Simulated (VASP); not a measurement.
# Ni in VASP: notebook

Runs on Ni. Level: PBEsol. Tasks: single point.

Program: VASP 6.6.1. These are calculated values, not measurements. Logs are shortened: lines on timing, memory, paths and dates and some standing lists are left out, and cuts for length are marked.

**1. The cell of the first run**

The cell holds a slab with vacuum, 5 atoms: a = 2.448 Å, b = 2.448 Å, c = 23.996 Å, α = 90.00°, β = 90.00°, γ = 120.00°.

**2. Single point, PBEsol, collinear spin, ferromagnetic start**

Contents of INCAR:

```
ALGO     = Normal         # electronic algorithm
DIPOL    = 0.5 0.5 0.500
EDIFF    = 1E-7           # SCF threshold, eV
ENCUT    = 520            # plane-wave cutoff, eV
GGA      = PS             # functional
IDIPOL   = 3            
ISIF     = 2              # what is computed and relaxed
ISMEAR   = -1             # smearing method
ISPIN    = 2              # spin polarisation
LASPH    = T              # aspherical terms in the spheres
LCHARG   = F              # write CHGCAR
LDIPOL   = T            
LMAXMIX  = 4              # l up to which the mixer works
LORBIT   = 11             # projections on sites
LREAL    = F              # projectors in reciprocal space
LWAVE    = F              # write WAVECAR
MAGMOM   = 1 1 1 1 1      # initial moments
NBANDS   = 37             # bands
NELM     = 150            # most SCF steps
PREC     = Accurate       # precision mode
SIGMA    = 0.05           # smearing width, eV
```

Contents of KPOINTS:

```
k-points
0
Gamma
  15 15 1
```

Contents of POSCAR:

```
Ni
1.0
    2.4483042280      0.0000000000      0.0000000000
   -1.2241521140      2.1202936576      0.0000000000
    0.0000000000      0.0000000000     23.9961000000
Ni
5
Direct
    0.3333333335      0.1666666665      0.3333869226
    0.6666666665      0.8333333335      0.4166934611
    0.9999999995      0.5000000005      0.4999999996
    0.3333333335      0.1666666665      0.5833065389
    0.6666666665      0.8333333335      0.6666130774
```

Potentials or basis: VASP PAW PBE potentials, release 64 (Ni).

Command:

```console
> cat potpaw_PBE.64/Ni/POTCAR > POTCAR
> mpirun -np 1 vasp_std > vasp.out
```

OUTCAR:

```text
EDIFF = 1E-7
   ENCUT = 520
   GGA = PS
   ISIF = 2
   ISMEAR = -1
   ISPIN = 2
   LASPH = T
   LORBIT = 11
   LREAL = F
   NELM = 150
   PREC = Accurate

 ion  position               nearest neighbor table
   1  0.333  0.167  0.333-   2 2.45   2 2.45   2 2.45
   2  0.667  0.833  0.417-   3 2.45   1 2.45   3 2.45   1 2.45   3 2.45   1 2.45
   3  1.000  0.500  0.500-   2 2.45   2 2.45   2 2.45   4 2.45   4 2.45   4 2.45
   4  0.333  0.167  0.583-   5 2.45   5 2.45   5 2.45   3 2.45   3 2.45   3 2.45
   5  0.667  0.833  0.667-   4 2.45   4 2.45   4 2.45

  LATTYP: Found a hexagonal cell.
 ALAT       =     2.4483042280
 C/A-ratio  =     9.8011103872

  Lattice vectors:

 A1 = (   2.4483042280,   0.0000000000,   0.0000000000)
 A2 = (  -1.2241521140,   2.1202936576,   0.0000000000)
 A3 = (   0.0000000000,   0.0000000000,  23.9961000000)

Analysis of symmetry for initial positions (statically):
=====================================================================
 Subroutine PRICEL returns:
 Original cell was already a primitive cell.

 Routine SETGRP: Setting up the symmetry group for a
 hexagonal supercell.

 Subroutine GETGRP returns: Found 12 space group operations
 (whereof  4 operations were pure point group operations)
 out of a pool of 24 trial point group operations.

The static configuration has the point symmetry C_2h.
 The point group associated with its full space group is D_3d.

Analysis of symmetry for dynamics (positions and initial velocities):
=====================================================================
 Subroutine PRICEL returns:
 Original cell was already a primitive cell.

 Routine SETGRP: Setting up the symmetry group for a
 hexagonal supercell.

 Subroutine GETGRP returns: Found 12 space group operations
 (whereof  4 operations were pure point group operations)
 out of a pool of 24 trial point group operations.

The dynamic configuration has the point symmetry C_2h.
 The point group associated with its full space group is D_3d.

Analysis of structural, dynamic, and magnetic symmetry:
=====================================================================
 Subroutine PRICEL returns:
 Original cell was already a primitive cell.

 Routine SETGRP: Setting up the symmetry group for a
 hexagonal supercell.

 Subroutine GETGRP returns: Found 12 space group operations
 (whereof  4 operations were pure point group operations)
 out of a pool of 24 trial point group operations.

[... 142 lines left out ...]
   NGX =  9   NGY =  9   NGZ = 89

 dipolmoment           0.000000      0.000000     -0.000000 electrons x Angstroem

 number of electron      49.9999959 magnetization       3.3250463

 dipolmoment           0.000000      0.000000      0.000000 electrons x Angstroem

 Free energy of the ion-electron system (eV)
  ---------------------------------------------------
  ext. energy  EPLUGINS =         0.00000000
  ---------------------------------------------------
  free energy    TOTEN  =       -29.22601852 eV

  energy without entropy =      -29.15425960  energy(sigma->0) =      -29.19013906

 E-fermi :   1.1309     XC(G=0):  -6.5036

 val. band max:        1.1247601736   @ k =   0.2000   0.1333   0.0000
 cond. band min:       1.1310590982   @ k =   0.3333   0.0667   0.0000
 fundamental gap:      0.0062989246
 Fermi energy:         1.1308675920

 spin component 1

 k-point     1 :       0.0000    0.0000    0.0000
  band No.  band energies     occupation
      1      -7.9400      1.00000
      2      -6.9530      1.00000
      3      -5.5784      1.00000
      4      -4.3648      1.00000
      5      -4.0083      1.00000
      6      -1.6569      1.00000
[... 949 lines left out ...]
     36      11.9052      0.00000
     37      11.9811      0.00000

 [... further k-points ...]

 spin component 2

 k-point     1 :       0.0000    0.0000    0.0000
  band No.  band energies     occupation
      1      -7.9485      1.00000
      2      -6.9556      1.00000
      3      -5.5493      1.00000
      4      -4.1882      1.00000
      5      -3.6252      1.00000
      6      -0.9755      1.00000
[... 949 lines left out ...]
     36      12.0471      0.00000
     37      12.1407      0.00000

 [... further k-points ...]

------------------------ aborting loop because EDIFF is reached ----------------------------------------

 vacuum level on the upper side and lower side of the slab       (xc-potential included)        -0.008        -0.008

  FORCE on cell =-STRESS in cart. coord.  units (eV):
  Direction    XX          YY          ZZ          XY          YZ          ZX
  --------------------------------------------------------------------------------------
  -------------------------------------------------------------------------------------
  Total       -1.7823644     -1.7823644     -0.7092198      0.0000000     -0.0000000      0.0000000
  in kB      -22.9247718    -22.9247718     -9.1219857      0.0000000     -0.0000000      0.0000000
  external PRESSURE =     -18.3238431 kB  Pullay stress =       0.0000000 kB

 VOLUME and BASIS-vectors are now :
 -----------------------------------------------------------------------------
  energy-cutoff  :      520.00
  volume of cell :      124.57
      direct lattice vectors                 reciprocal lattice vectors
     2.448304228  0.000000000  0.000000000     0.408445972  0.235816392  0.000000000
    -1.224152114  2.120293658  0.000000000     0.000000000  0.471632784  0.000000000
     0.000000000  0.000000000 23.996100000     0.000000000  0.000000000  0.041673439

 POSITION                                       TOTAL-FORCE (eV/Angst)
 -----------------------------------------------------------------------------------
      0.61208      0.35338      7.99999        -0.000000      0.000000      0.163784
      0.61208      1.76691      9.99902         0.000000     -0.000000     -0.151018
      1.83623      1.06015     11.99805        -0.000000      0.000000     -0.000000
      0.61208      0.35338     13.99708        -0.000000      0.000000      0.151018
      0.61208      1.76691     15.99611         0.000000     -0.000000     -0.163784
 -----------------------------------------------------------------------------------
    total drift:                               -0.000000     -0.000000      0.000006

  FREE ENERGIE OF THE ION-ELECTRON SYSTEM (eV)
  ---------------------------------------------------
  free  energy   TOTEN  =       -29.2260185227 eV

  energy  without entropy=      -29.1542595987  energy(sigma->0) =      -29.19013906

 vacuum level on the upper side and lower side of the slab         6.306         6.306

 total charge

# of ion       s       p       d       tot
------------------------------------------
    1        0.510   0.418   8.315   9.243
    2        0.517   0.543   8.333   9.394
    3        0.523   0.546   8.333   9.401
    4        0.517   0.543   8.333   9.394
    5        0.510   0.418   8.315   9.243
--------------------------------------------------
tot          2.577   2.468  41.629  46.674

 magnetization (x)

# of ion       s       p       d       tot
------------------------------------------
    1       -0.004  -0.023   0.707   0.680
    2       -0.006  -0.025   0.713   0.681
    3       -0.006  -0.026   0.680   0.648
    4       -0.006  -0.025   0.713   0.681
    5       -0.004  -0.023   0.707   0.680
--------------------------------------------------
tot         -0.027  -0.123   3.520   3.370
```

OSZICAR:

```text
N       E                     dE             d eps       ncg     rms          rms(c)
DAV:   1     0.362063386585E+03    0.36206E+03   -0.22593E+04  3996   0.155E+03
DAV:   2    -0.639981405628E+01   -0.36846E+03   -0.34767E+03  4001   0.326E+02
DAV:   3    -0.345285828850E+02   -0.28129E+02   -0.26745E+02  4304   0.125E+02
[... 34 lines left out ...]
DAV:  38    -0.292260174204E+02   -0.20169E-05   -0.10529E-07  2986   0.293E-03    0.160E-03
DAV:  39    -0.292260178631E+02   -0.44276E-06   -0.27832E-08  2913   0.214E-03    0.443E-04
DAV:  40    -0.292260181527E+02   -0.28960E-06   -0.66484E-09  2886   0.519E-04    0.405E-04
DAV:  41    -0.292260184433E+02   -0.29056E-06   -0.40375E-09  2815   0.744E-04    0.454E-05
DAV:  42    -0.292260185227E+02   -0.79464E-07   -0.11971E-09  2730   0.220E-04
   1 F= -.29226019E+02 E0= -.29190139E+02  d E =-.717589E-01  mag=     3.3250
```

stdout:

```text
POSCAR found type information on POSCAR Ni
 POSCAR found :  1 types and       5 ions
 scaLAPACK will be used
 -----------------------------------------------------------------------------
|                                                                             |
|                                                                             |
|     You enforced a specific xc type in the INCAR file but a different       |
|     I HOPE YOU KNOW WHAT YOU ARE DOING!                                     |
|                                                                             |
 -----------------------------------------------------------------------------

 LDA part: xc-table for (Slater+PW92), standard interpolation
 POSCAR, INCAR and KPOINTS ok, starting setup
 FFT: planning ... GRIDC
 FFT: planning ... GRID_SOFT
 FFT: planning ... GRID
 WAVECAR not read
 entering main loop
```

It took 5.1 min on 1 thread of Intel Xeon 6975P-C (Granite Rapids), shared host; peak memory 0.38 GiB.

Results:

| Item | Value |
| --- | --- |
| Free energy | -29.2260 eV |
| Largest force | 0.164 eV/Å |
| Net moment | 3.33 μB per cell |
| Site moments | Ni +0.68, +0.65 (each value once) μB |
| Valence electrons inside the program's atomic spheres | Ni 9.24, 9.39, 9.40 (each value once) |

Forces in eV/Å, atoms in the order of the input:
```
Ni   0.000  0.000  0.164
Ni   0.000  0.000 -0.151
Ni   0.000  0.000  0.000
Ni   0.000  0.000  0.151
Ni   0.000  0.000 -0.164
```

Caveat: the PAW data sets were made with another functional, which shifts forces and pressure a little.

**3. Single point, PBEsol, collinear spin, ferromagnetic start**

Contents of INCAR:

```
SYSTEM = Ni
ALGO = Normal ; DIPOL = 0.5 0.5 0.500
EDIFF = 1E-6 ; ENCUT = 520
GGA = PS ; IDIPOL = 3
ISIF = 2 ; ISMEAR = -1
ISPIN = 2 ; LASPH = .True.
LCHARG = .False. ; LDIPOL = .True.
LMAXMIX = 4 ; LORBIT = 11
LREAL = .False. ; LWAVE = .False.
MAGMOM = 1 1 1 1 1 ; NBANDS = 37
NELM = 150 ; PREC = Accurate
SIGMA = 0.05
```

Contents of KPOINTS:

```
k-points
0
Gamma
  15 15 1
  0 0 0
```

Contents of POSCAR:

```
Ni
1.0
    2.4483042280      0.0000000000      0.0000000000
   -1.2241521140      2.1202936576      0.0000000000
    0.0000000000      0.0000000000     23.9961000000
Ni
5
Direct
    0.3333333333      0.1666666667      0.3344780355
    0.6666666667      0.8333333333      0.4166736624
    1.0000000000      0.5000000000      0.5000003244
    0.3333333333      0.1666666667      0.5833266220
    0.6666666667      0.8333333333      0.6655213553
```

Potentials or basis: VASP PAW PBE potentials, release 64 (Ni).

Command:

```console
> cat potpaw_PBE.64/Ni/POTCAR > POTCAR
> mpirun -np 1 vasp_std > vasp.out
```

Run time: 4.8 min. Hardware: 1 thread of Intel Xeon 6975P-C (Granite Rapids), shared host; peak memory 0.37 GiB.

The run converged. Its results:

```yaml
Free_energy: -29.2305 eV
Largest_force: 0.004 eV/Å
Net_moment: 3.32 μB per cell
Site_moments: Ni +0.68, +0.65 (each value once) μB
Valence_electrons_inside_the_program's_atomic_spheres: Ni 9.26, 9.41, 9.40 (each value once)
```

Forces in eV/Å, atoms in the order of the input:
```
Ni   0.000  0.000  0.000
Ni   0.000  0.000  0.004
Ni   0.000  0.000  0.000
Ni   0.000  0.000 -0.004
Ni   0.000  0.000  0.000
```

Levels at points of the mesh, in eV from the Fermi level:
Spin up:
| k point | band 25 | band 26 | band 27 | band 28 | band 29 | band 30 |
| --- | --- | --- | --- | --- | --- | --- |
| (0.00, 0.00, 0.00) | -1.06 | -0.74 | -0.74 | -0.62 | -0.62 | -0.50 |
Spin down:
| k point | band 20 | band 21 | band 22 | band 23 | band 24 | band 25 |
| --- | --- | --- | --- | --- | --- | --- |
| (0.00, 0.00, 0.00) | -0.70 | -0.70 | -0.61 | -0.61 | -0.36 | -0.36 |

Caveat: the PAW data sets were made with another functional, which shifts forces and pressure a little.
